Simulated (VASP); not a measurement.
# Pd3PbC (Pm-3m) in VASP: single point with PBE

Aim: the single point of Pd3PbC with PBE.

All numbers are computed with VASP 6.6.1; they aren't measurements. Logs are shortened: lines on timing, memory, paths and dates and some standing lists are left out, and cuts for length are marked.

## 1. The cell of the first run

It takes space group Pm-3m (No. 221, cubic). Conventional cell: a = 4.299 Å, b = 4.299 Å, c = 4.299 Å, α = 90.00°, β = 90.00°, γ = 90.00°. Within 2.8 Å of Pd (site symmetry 4/mmm) lie 2 C at 2.15 Å. Within 4.0 Å of Pb (site symmetry m-3m) lie 12 Pd at 3.04 Å and 8 C at 3.72 Å. Within 2.8 Å of C (site symmetry m-3m) lie 6 Pd at 2.15 Å.

## 2. Single point, PBE

The input, INCAR:

```
SYSTEM = Pd3PbC
PREC = Accurate
ENCUT = 520
EDIFF = 1E-6
ISMEAR = -1
SIGMA = 0.1
LREAL = .FALSE.
LASPH = .TRUE.
NELM = 80
ALGO = Normal
ISIF = 2
LWAVE = .FALSE.
LCHARG = .FALSE.
GGA = PE
NBANDS = 32
```

The input, KPOINTS:

```
Automatic mesh
0
G
  3 3 3
  0 0 0
```

The input, POSCAR:

```
Pd3PbC
1.0
    4.2989450000      0.0000000000      0.0000000000
    0.0000000000      4.2989450000      0.0000000000
    0.0000000000      0.0000000000      4.2989450000
Pd Pb C
3 1 1
Direct
    0.0000000000      0.5000000000      0.5000000000
    0.5000000000      0.5000000000      0.0000000000
    0.5000000000      0.0000000000      0.5000000000
    0.0000000000      0.0000000000      0.0000000000
    0.5000000000      0.5000000000      0.5000000000
```

Potentials or basis: VASP PAW PBE potentials, release 64 (Pd, Pb_d, C).

The run is started by

```bash
$ cat potpaw_PBE.64/Pd/POTCAR potpaw_PBE.64/Pb_d/POTCAR potpaw_PBE.64/C/POTCAR > POTCAR
$ mpirun -np 1 vasp_std > vasp.out
```

OUTCAR:

```text
SYSTEM = Pd3PbC
   PREC = Accurate
   ENCUT = 520
   EDIFF = 1E-6
   ISMEAR = -1
   LREAL = .FALSE.
   LASPH = .TRUE.
   NELM = 80
   ISIF = 2
   GGA = PE

 ion  position               nearest neighbor table
   1  0.000  0.500  0.500-   5 2.15   5 2.15   4 3.04   2 3.04   2 3.04   4 3.04   3 3.04   4 3.04
                             4 3.04   2 3.04   3 3.04   3 3.04   2 3.04   3 3.04
   2  0.500  0.500  0.000-   5 2.15   5 2.15   4 3.04   1 3.04   1 3.04   3 3.04   3 3.04   3 3.04
                             4 3.04   3 3.04   1 3.04   4 3.04   1 3.04   4 3.04
   3  0.500  0.000  0.500-   5 2.15   5 2.15   4 3.04   1 3.04   2 3.04   4 3.04   1 3.04   2 3.04
                             2 3.04   2 3.04   1 3.04   4 3.04   4 3.04   1 3.04
   4  0.000  0.000  0.000-   1 3.04   2 3.04   3 3.04   1 3.04   3 3.04   1 3.04   2 3.04   1 3.04
                             2 3.04   3 3.04   3 3.04   2 3.04
   5  0.500  0.500  0.500-   1 2.15   2 2.15   3 2.15   2 2.15   3 2.15   1 2.15

  LATTYP: Found a simple cubic cell.
 ALAT       =     4.2989450000

  Lattice vectors:

 A1 = (   4.2989450000,   0.0000000000,   0.0000000000)
 A2 = (   0.0000000000,   4.2989450000,   0.0000000000)
 A3 = (   0.0000000000,   0.0000000000,   4.2989450000)

Analysis of symmetry for initial positions (statically):
=====================================================================
 Subroutine PRICEL returns:
 Original cell was already a primitive cell.

 Routine SETGRP: Setting up the symmetry group for a
 simple cubic supercell.

 Subroutine GETGRP returns: Found 48 space group operations
 (whereof 48 operations were pure point group operations)
 out of a pool of 48 trial point group operations.

The static configuration has the point symmetry O_h .

Analysis of symmetry for dynamics (positions and initial velocities):
=====================================================================
 Subroutine PRICEL returns:
 Original cell was already a primitive cell.

 Routine SETGRP: Setting up the symmetry group for a
 simple cubic supercell.

 Subroutine GETGRP returns: Found 48 space group operations
 (whereof 48 operations were pure point group operations)
 out of a pool of 48 trial point group operations.

The dynamic configuration has the point symmetry O_h .

 Subroutine INISYM returns: Found 48 space group operations
 (whereof 48 operations are pure point group operations),
 and found     1 'primitive' translations

----------------------------------------------------------------------------------------

                                     Primitive cell

  volume of cell :      79.4485

  direct lattice vectors                    reciprocal lattice vectors
     4.298945000  0.000000000  0.000000000     0.232615211  0.000000000  0.000000000
     0.000000000  4.298945000  0.000000000     0.000000000  0.232615211  0.000000000
     0.000000000  0.000000000  4.298945000     0.000000000  0.000000000  0.232615211

  length of vectors
     4.298945000  4.298945000  4.298945000     0.232615211  0.232615211  0.232615211

  position of ions in fractional coordinates (direct lattice)
     0.000000000  0.500000000  0.500000000
     0.500000000  0.500000000  0.000000000
     0.500000000  0.000000000  0.500000000
     0.000000000  0.000000000  0.000000000
     0.500000000  0.500000000  0.500000000

  ion indices of the primitive-cell ions
   primitive index   ion index
                 1           1
                 2           2
                 3           3
                 4           4
                 5           5

----------------------------------------------------------------------------------------

 KPOINTS: Automatic mesh

Automatic generation of k-mesh.
 Grid dimensions read from file:
 generate k-points for:    3    3    3

 Generating k-lattice:

  Cartesian coordinates                     Fractional coordinates (reciprocal lattice)
     0.077538404  0.000000000  0.000000000     0.333333333  0.000000000  0.000000000
     0.000000000  0.077538404  0.000000000     0.000000000  0.333333333  0.000000000
     0.000000000  0.000000000  0.077538404     0.000000000  0.000000000  0.333333333

  Length of vectors
     0.077538404  0.077538404  0.077538404

  Shift w.r.t. Gamma in fractional coordinates (k-lattice)
     0.000000000  0.000000000  0.000000000

 Subroutine IBZKPT returns following result:
 ===========================================

 Found      4 irreducible k-points:

 Following reciprocal coordinates:
            Coordinates               Weight
  0.000000  0.000000  0.000000      1.000000
  0.333333  0.000000  0.000000      6.000000
  0.333333  0.333333  0.000000     12.000000
  0.333333  0.333333  0.333333      8.000000
   k-points           NKPTS =      4   k-points in BZ     NKDIM =      4   number of bands    NBANDS=     32
   number of dos      NEDOS =    301   number of ions     NIONS =      5
   total plane-waves  NPLWV =  32768
   dimension x,y,z NGX =    32 NGY =   32 NGZ =   32
   dimension x,y,z NGXF=    64 NGYF=   64 NGZF=   64
   ions per type =               3   1   1
   NGX,Y,Z   is equivalent  to a cutoff of  12.37, 12.37, 12.37 a.u.
   NGXF,Y,Z  is equivalent  to a cutoff of  24.75, 24.75, 24.75 a.u.
 SYSTEM =  Pd3PbC
   PREC   = accura    normal or accurate (medium, high low for compatibility)
   ISTART =      0    job   : 0-new  1-cont  2-samecut
   ICHARG =      2    charge: 1-file 2-atom 10-const
   ISPIN  =      1    spin polarized calculation?
   LNONCOLLINEAR =      F non collinear calculations
   LSORBIT =      F    spin-orbit coupling
   LASPH  =      T    aspherical Exc in radial PAW
   ENCUT  =  520.0 eV  38.22 Ry    6.18 a.u.   7.99  7.99  7.99*2*pi/ulx,y,z
   NELM   =     80;   NELMIN=  2; NELMDL= -5     # of ELM steps
   EDIFF  = 0.1E-05   stopping-criterion for ELM
   LREAL  =      F    real-space projection
   EDIFFG = 0.1E-04   stopping-criterion for IOM
   NSW    =      0    number of steps for IOM
   IBRION =     -1    ionic relax: 0-MD 1-quasi-New 2-CG
   NFREE  =      0    steps in history (QN), initial steepest desc. (CG)
   ISIF   =      2    stress and relaxation
   ISYM   =      2    0-nonsym 1-usesym 2-fastsym
   POTIM  = 0.5000    time-step for ionic-motion
   TEBEG  =    0.0;   TEEND  =   0.0 temperature during run
   PSTRESS=    0.0 pullay stress
   NELECT =      48.0000    total number of electrons
   NUPDOWN=      -1.0000    fix difference up-down
   EMIN   =  10.00;   EMAX   =-10.00  energy-range for DOS
   EFERMI =   0.00;   METHOD = LEGACY
   ISMEAR =    -1;   SIGMA  =   0.10  broadening in eV -4-tet -1-fermi 0-gaus
   EFERMI_NEDOS =   21; number of points for ismear=-14 and -15
   IALGO  =     38    algorithm
   IMIX   =      4    mixing-type and parameters
     AMIX     =   0.40;   BMIX     =  1.00
     AMIX_MAG =   1.60;   BMIX_MAG =  1.00
  volume/ion in A,a.u.               =      15.89       107.23
  Fermi-wavevector in a.u.,A,eV,Ry     =   1.383970  2.615324 26.060233  1.915373
  Thomas-Fermi vector in A             =   2.508518
   LORBIT       =      0    0 simple, 1 ext, 2 COOP (PROOUT), +10 PAW based schemes
   GGA     = PE    functional components
[... 5 lines left out ...]
 non-spin polarized calculation
  energy-cutoff  :      520.00
  volume of cell :       79.45
 maximum number of plane-waves:      2148
 NGX is ok and might be reduce to    32
   NGX = 15   NGY = 15   NGZ = 15

 number of electron      47.9999990 magnetization

 Free energy of the ion-electron system (eV)
  ---------------------------------------------------
  ext. energy  EPLUGINS =         0.00000000
  ---------------------------------------------------
  free energy    TOTEN  =       -27.39446942 eV

  energy without entropy =      -27.22346386  energy(sigma->0) =      -27.30896664

 E-fermi :   8.8866     XC(G=0): -12.2004

 val. band max:        8.7784582277   @ k =   0.3333   0.0000   0.0000
 cond. band min:       9.2286265085   @ k =   0.0000   0.0000   0.0000
 fundamental gap:      0.4501682808
 Fermi energy:         8.8866288869

 k-point     1 :       0.0000    0.0000    0.0000
  band No.  band energies     occupation
      1      -7.6095      2.00000
      2      -7.6095      2.00000
      3      -7.5884      2.00000
      4      -7.5884      2.00000
      5      -7.5884      2.00000
      6      -3.6306      2.00000
[... 24 lines left out ...]
     31      14.6534      0.00000
     32      18.4136      0.00000

 k-point     2 :       0.3333    0.0000    0.0000
  band No.  band energies     occupation
      1      -7.6000      2.00000
      2      -7.5860      2.00000
      3      -7.5836      2.00000
      4      -7.5836      2.00000
      5      -7.5702      2.00000
      6      -3.1095      2.00000
[... 24 lines left out ...]
     31      16.2579      0.00000
     32      17.0758      0.00000

 k-point     3 :       0.3333    0.3333    0.0000
  band No.  band energies     occupation
      1      -7.6003      2.00000
      2      -7.5827      2.00000
      3      -7.5819      2.00000
      4      -7.5813      2.00000
      5      -7.5470      2.00000
      6      -2.5897      2.00000
[... 24 lines left out ...]
     31      16.8877      0.00000
     32      17.8433      0.00000

 k-point     4 :       0.3333    0.3333    0.3333
  band No.  band energies     occupation
      1      -7.5995      2.00000
      2      -7.5995      2.00000
      3      -7.5989      2.00000
      4      -7.5479      2.00000
      5      -7.5479      2.00000
      6      -2.0556      2.00000
[... 24 lines left out ...]
     31      16.2929      0.00000
     32      19.4356      0.00000

------------------------ aborting loop because EDIFF is reached ----------------------------------------

  FORCE on cell =-STRESS in cart. coord.  units (eV):
  Direction    XX          YY          ZZ          XY          YZ          ZX
  --------------------------------------------------------------------------------------
  -------------------------------------------------------------------------------------
  Total       -0.7520093     -0.7520093     -0.7520093     -0.0000000      0.0000000      0.0000000
  in kB      -15.1651986    -15.1651986    -15.1651986     -0.0000000      0.0000000      0.0000000
  external PRESSURE =     -15.1651986 kB  Pullay stress =       0.0000000 kB

 VOLUME and BASIS-vectors are now :
 -----------------------------------------------------------------------------
  energy-cutoff  :      520.00
  volume of cell :       79.45
      direct lattice vectors                 reciprocal lattice vectors
     4.298945000  0.000000000  0.000000000     0.232615211  0.000000000  0.000000000
     0.000000000  4.298945000  0.000000000     0.000000000  0.232615211  0.000000000
     0.000000000  0.000000000  4.298945000     0.000000000  0.000000000  0.232615211

 POSITION                                       TOTAL-FORCE (eV/Angst)
 -----------------------------------------------------------------------------------
      0.00000      2.14947      2.14947         0.000000      0.000000      0.000000
      2.14947      2.14947      0.00000         0.000000      0.000000      0.000000
      2.14947      0.00000      2.14947         0.000000      0.000000      0.000000
      0.00000      0.00000      0.00000         0.000000      0.000000      0.000000
      2.14947      2.14947      2.14947         0.000000      0.000000      0.000000
 -----------------------------------------------------------------------------------
    total drift:                                0.000000     -0.000000     -0.000000

  FREE ENERGIE OF THE ION-ELECTRON SYSTEM (eV)
  ---------------------------------------------------
  free  energy   TOTEN  =       -27.3944694250 eV

  energy  without entropy=      -27.2234638612  energy(sigma->0) =      -27.30896664
```

Wall time 11 s (1 thread of Intel Xeon 6975P-C, shared host); peak memory 0.18 GiB.

Results:

* Free energy: -27.3945 eV
* Pressure: -1.5 GPa
* Band gap on the k mesh: zero (band 24 reaches 8.78 eV, above the bottom of band 25 at 8.72 eV)

Caveat: the k points lie up to 0.49 Å⁻¹ apart; spin-orbit coupling is left out, which moves the levels of the heavy elements.
